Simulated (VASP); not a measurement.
# MoS2 (R-3m) in VASP: further runs, part 2 of 2

VASP 6.6.1.

## Step 3: Single point, PBEsol (volume scaled by 0.94)

Input file INCAR:

```
SYSTEM = MoS2
PREC = Accurate
ENCUT = 520
EDIFF = 1E-6
ISMEAR = -1
SIGMA = 0.05
LREAL = .FALSE.
LASPH = .TRUE.
NELM = 80
ALGO = Normal
ISIF = 2
LWAVE = .FALSE.
LCHARG = .FALSE.
GGA = PS
NBANDS = 20
```

Input file KPOINTS:

```
Automatic mesh
0
G
  10 10 10
  0 0 0
```

Input file POSCAR:

```
MoS2
1.0
    1.5531337754      0.8967022033      5.9901657895
   -1.5531337754      0.8967022033      5.9901657895
    0.0000000000     -1.7934044066      5.9901657895
Mo S
1 2
Direct
    0.0000000000      0.0000000000      0.0000000000
    0.2500000000      0.2500000000      0.2500000000
    0.7500000000      0.7500000000      0.7500000000
```

Potentials or basis: VASP PAW PBE potentials, release 64 (Mo_sv, S).

Run with:

```bash
$ cat potpaw_PBE.64/Mo_sv/POTCAR potpaw_PBE.64/S/POTCAR > POTCAR
$ mpirun -np 1 vasp_std > vasp.out
```

OUTCAR:

```text
SYSTEM = MoS2
   PREC = Accurate
   ENCUT = 520
   EDIFF = 1E-6
   ISMEAR = -1
   LREAL = .FALSE.
   LASPH = .TRUE.
   NELM = 80
   ISIF = 2
   GGA = PS

 ion  position               nearest neighbor table
   1  0.000  0.000  0.000-   3 2.34   2 2.34   3 2.34   3 2.34   2 2.34   2 2.34
   2  0.250  0.250  0.250-   1 2.34   1 2.34   1 2.34
   3  0.750  0.750  0.750-   1 2.34   1 2.34   1 2.34

  LATTYP: Found a trigonal (rhomboedric) cell.
 ALAT       =     6.2528701851
 COS(alpha) =     0.8766074614

  Lattice vectors:

 A1 = (   1.5531337754,   0.8967022033,   5.9901657895)
 A2 = (  -1.5531337754,   0.8967022033,   5.9901657895)
 A3 = (   0.0000000000,  -1.7934044066,   5.9901657895)

Analysis of symmetry for initial positions (statically):
=====================================================================
 Subroutine PRICEL returns:
 Original cell was already a primitive cell.

 Routine SETGRP: Setting up the symmetry group for a
 trigonal (rhombohedral) supercell.

 Subroutine GETGRP returns: Found 12 space group operations
 (whereof 12 operations were pure point group operations)
 out of a pool of 12 trial point group operations.

The static configuration has the point symmetry D_3d.

Analysis of symmetry for dynamics (positions and initial velocities):
=====================================================================
 Subroutine PRICEL returns:
 Original cell was already a primitive cell.

 Routine SETGRP: Setting up the symmetry group for a
 trigonal (rhombohedral) supercell.

 Subroutine GETGRP returns: Found 12 space group operations
 (whereof 12 operations were pure point group operations)
 out of a pool of 12 trial point group operations.

The dynamic configuration has the point symmetry D_3d.

 Subroutine INISYM returns: Found 12 space group operations
 (whereof 12 operations are pure point group operations),
[... 106 lines left out ...]
   POTIM  = 0.5000    time-step for ionic-motion
   TEBEG  =    0.0;   TEEND  =   0.0 temperature during run
   PSTRESS=    0.0 pullay stress
   NELECT =      26.0000    total number of electrons
   NUPDOWN=      -1.0000    fix difference up-down
   EMIN   =  10.00;   EMAX   =-10.00  energy-range for DOS
   EFERMI =   0.00;   METHOD = LEGACY
   ISMEAR =    -1;   SIGMA  =   0.05  broadening in eV -4-tet -1-fermi 0-gaus
   EFERMI_NEDOS =   21; number of points for ismear=-14 and -15
   IALGO  =     38    algorithm
   IMIX   =      4    mixing-type and parameters
     AMIX     =   0.40;   BMIX     =  1.00
     AMIX_MAG =   1.60;   BMIX_MAG =  1.00
  volume/ion in A,a.u.               =      16.68       112.60
  Fermi-wavevector in a.u.,A,eV,Ry     =   1.315983  2.486847 23.562716  1.731811
  Thomas-Fermi vector in A             =   2.446127
   LORBIT       =      0    0 simple, 1 ext, 2 COOP (PROOUT), +10 PAW based schemes
   GGA     = PS    functional components
   LHFCALC =     F    Hartree Fock is set to
   AEXX    =    0.0000 exact exchange contribution
   IVDW    =     0    specifies the selected vdW correction
   LEPSILON=     F    determine dielectric tensor
   LRPA    =     F    only Hartree local field effects (RPA)
 non-spin polarized calculation
  energy-cutoff  :      520.00
  volume of cell :       50.05
 maximum number of plane-waves:      1366
   NGX = 23   NGY = 23   NGZ = 23

 number of electron      26.0000001 magnetization

 Free energy of the ion-electron system (eV)
  ---------------------------------------------------
  ext. energy  EPLUGINS =         0.00000000
  ---------------------------------------------------
  free energy    TOTEN  =       -22.44328947 eV

  energy without entropy =      -22.43744733  energy(sigma->0) =      -22.44036840

 E-fermi :   8.5797     XC(G=0): -11.3128

 val. band max:        8.5630128200   @ k =   0.1000  -0.0000   0.0000
 cond. band min:       8.5872356790   @ k =   0.5000   0.3000   0.1000
 fundamental gap:      0.0242228590
 Fermi energy:         8.5796839039

 k-point     1 :       0.0000    0.0000    0.0000
  band No.  band energies     occupation
      1     -53.1259      2.00000
      2     -27.3128      2.00000
      3     -27.1387      2.00000
      4     -27.1387      2.00000
      5      -7.0804      2.00000
      6      -5.2068      2.00000
[... 541 lines left out ...]
     19      15.9231      0.00000
     20      16.8563      0.00000

 [... further k-points ...]
[... 5 lines left out ...]
  --------------------------------------------------------------------------------------
  -------------------------------------------------------------------------------------
  Total        3.6388448      3.6388448      5.8099088      0.0000000      0.0000000      0.0000000
  in kB      116.4734466    116.4734466    185.9656374      0.0000000      0.0000000      0.0000000
  external PRESSURE =     139.6375102 kB  Pullay stress =       0.0000000 kB

 VOLUME and BASIS-vectors are now :
 -----------------------------------------------------------------------------
  energy-cutoff  :      520.00
  volume of cell :       50.05
      direct lattice vectors                 reciprocal lattice vectors
     1.553133775  0.896702203  5.990165789     0.321929771  0.185866240  0.055646763
    -1.553133775  0.896702203  5.990165789    -0.321929771  0.185866240  0.055646763
     0.000000000 -1.793404407  5.990165789     0.000000000 -0.371732479  0.055646763

 POSITION                                       TOTAL-FORCE (eV/Angst)
 -----------------------------------------------------------------------------------
      0.00000      0.00000      0.00000         0.000000      0.000000      0.000000
      0.00000      0.00000      4.49262         0.000000      0.000000     -1.968839
      0.00000      0.00000     13.47787         0.000000     -0.000000      1.968839
 -----------------------------------------------------------------------------------
    total drift:                               -0.000000      0.000000      0.000000

  FREE ENERGIE OF THE ION-ELECTRON SYSTEM (eV)
  ---------------------------------------------------
  free  energy   TOTEN  =       -22.4432894655 eV

  energy  without entropy=      -22.4374473336  energy(sigma->0) =      -22.44036840
```

OSZICAR:

```text
N       E                     dE             d eps       ncg     rms          rms(c)
DAV:   1     0.183950198092E+03    0.18395E+03   -0.13574E+04  4640   0.124E+03
DAV:   2    -0.162803214237E+02   -0.20023E+03   -0.19481E+03  5592   0.321E+02
DAV:   3    -0.237474704025E+02   -0.74671E+01   -0.73772E+01  5788   0.577E+01
DAV:   4    -0.238338401094E+02   -0.86370E-01   -0.86298E-01  5648   0.646E+00
DAV:   5    -0.238351294620E+02   -0.12894E-02   -0.12893E-02  5900   0.766E-01    0.299E+01
DAV:   6    -0.227840610610E+02    0.10511E+01   -0.10070E+01  4908   0.188E+01    0.105E+01
DAV:   7    -0.226053988925E+02    0.17866E+00   -0.43896E+00  4840   0.115E+01    0.733E+00
DAV:   8    -0.224436902961E+02    0.16171E+00   -0.82910E-01  5068   0.517E+00    0.199E+00
DAV:   9    -0.224448986543E+02   -0.12084E-02   -0.30116E-02  5508   0.106E+00    0.770E-01
DAV:  10    -0.224433259502E+02    0.15727E-02   -0.11344E-02  5168   0.681E-01    0.949E-02
DAV:  11    -0.224432991427E+02    0.26807E-04   -0.78858E-04  5264   0.199E-01    0.606E-02
DAV:  12    -0.224432859400E+02    0.13203E-04   -0.56542E-05  5328   0.413E-02    0.207E-02
DAV:  13    -0.224432896120E+02   -0.36720E-05   -0.88131E-06  5172   0.185E-02    0.103E-02
DAV:  14    -0.224432894655E+02    0.14646E-06   -0.15196E-06  3408   0.727E-03
   1 F= -.22443289E+02 E0= -.22440368E+02  d E =-.584213E-02
```

stdout:

```text
POSCAR found type information on POSCAR MoS
 POSCAR found :  2 types and       3 ions
 scaLAPACK will be used
 -----------------------------------------------------------------------------
|                                                                             |
|                                                                             |
|     You enforced a specific xc type in the INCAR file but a different       |
|     I HOPE YOU KNOW WHAT YOU ARE DOING!                                     |
|                                                                             |
 -----------------------------------------------------------------------------

 LDA part: xc-table for (Slater+PW92), standard interpolation
 POSCAR, INCAR and KPOINTS ok, starting setup
 FFT: planning ... GRIDC
 FFT: planning ... GRID_SOFT
 FFT: planning ... GRID
 WAVECAR not read
 entering main loop
```

It took 3.9 min on 1 thread of AMD EPYC 9R45 (Zen 5), shared host; peak memory 0.34 GiB.

What came out:

* Free energy: -22.4433 eV
* Pressure: 14.0 GPa
* Largest force: 1.969 eV/Å
* Band gap on the k mesh: zero (band 13 reaches 8.81 eV, above the bottom of band 14 at 8.25 eV)

Forces on the atoms (eV/Å):
```
Mo   0.000  0.000  0.000
S    0.000  0.000 -1.969
S    0.000  0.000  1.969
```

Caveat: the PAW data sets were made with another functional, which shifts forces and pressure a little.
